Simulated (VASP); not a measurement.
LiW:

```
Li W
1.0
     0.00000    3.13575    3.13575
     3.13575    0.00000    3.13575
     3.13575    3.13575    0.00000
Li W
2 2
Direct
  0.00000 0.00000 0.00000
  0.25000 0.25000 0.25000
  0.50000 0.50000 0.50000
  0.75000 0.75000 0.75000
```

| Property | Result |
| --- | --- |
| Program | VASP 6.6.1 |
| Task | relaxation of cell and atoms |
| Functional | r2SCAN |
| Potentials or basis | VASP PAW PBE potentials, release 64 (Li_sv, W_sv) |
| Cutoff | 600 eV |
| k mesh | 5 × 5 × 5 |
| Occupations | gaussian, width 0.025 eV |
| Spin | no spin polarisation |

At the start: pressure -4.7 GPa; volume 15.42 Å³/atom.

Q: How do energy, volume and symmetry change on relaxing?

A: Over 3 steps the energy falls by 9.2 meV/atom and the volume is 14.81 Å³/atom (-3.9 %); space group Fd-3m (No. 227, to 0.05 Å).

Step by step:
```
step  energy change (eV)  largest force (eV/Å)  pressure (GPa)  volume (Å³)
   1              0.0000                0.0000           -4.74        61.67
   2             -0.0197                0.0000            3.57        57.69
   3             -0.0367                0.0000           -0.03        59.26
```

Final structure:
```xyz
4
Lattice="0.0000 3.0944 3.0944 3.0944 0.0000 3.0944 3.0944 3.0944 0.0000" Properties=species:S:1:pos:R:3 pbc="T T T"
Li    0.0000    0.0000    0.0000
Li    1.5472    1.5472    1.5472
W     3.0944    3.0944    3.0944
W     4.6416    4.6416    4.6416
```

Caveat: the cutoff is under 1.25 times the usual one of these potentials, so pressure, stress and relaxed cells hold a basis-set (Pulay) error; the PAW data sets were made with another functional, which shifts forces and pressure a little.
